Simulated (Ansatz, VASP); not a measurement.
Two plane-wave programs on Re

```
Re
1.0
    -3.43196    3.43196    3.43196
     3.43196   -3.43196    3.43196
     3.43196    3.43196   -3.43196
Re
8
Cartesian
  0.6872 0.6872 0.6872
  -0.6872 2.7448 0.6872
  0.6872 -0.6872 2.7448
  2.7448 0.6872 -0.6872
  2.7448 2.7448 2.7448
  0.6872 4.1192 -0.6872
  -0.6872 0.6872 4.1192
  4.1192 -0.6872 0.6872
```

Alike in both runs: functional PBE; k mesh 4 × 4 × 4; occupations gaussian, width 0.1 eV; no spin polarisation.

Ansatz relaxed the structure, and its values are those at the end. VASP's run is a single point on that final structure, the one shown.

|  | VASP | Ansatz |
| --- | --- | --- |
| version | VASP 6.6.1 | Ansatz 0.2.0 |
| potentials or method | VASP PAW PBE potentials, release 64 (Re_sv_GW), cutoff 560 eV | scalar-relativistic, plane waves, PAW |
| valence electrons in the cell | 120 | 120 |

VASP gave:

| Property | Result |
| --- | --- |
| gap on the k mesh at the Fermi level (eV) | none |
| pressure (GPa) | -0.8 |
| rms of the force components (eV/Å) | 0.033 |

Task: Which values does Ansatz return?

Result: gap on the k mesh at the Fermi level (eV): none; pressure (GPa): 0.2; rms of the force components (eV/Å): 0.029.

A gap of «none» marks a metal or a gap that the smearing closes. The functional is the same, so the differences come from potentials, cutoffs and numerics.

Neither program's run includes spin-orbit coupling.
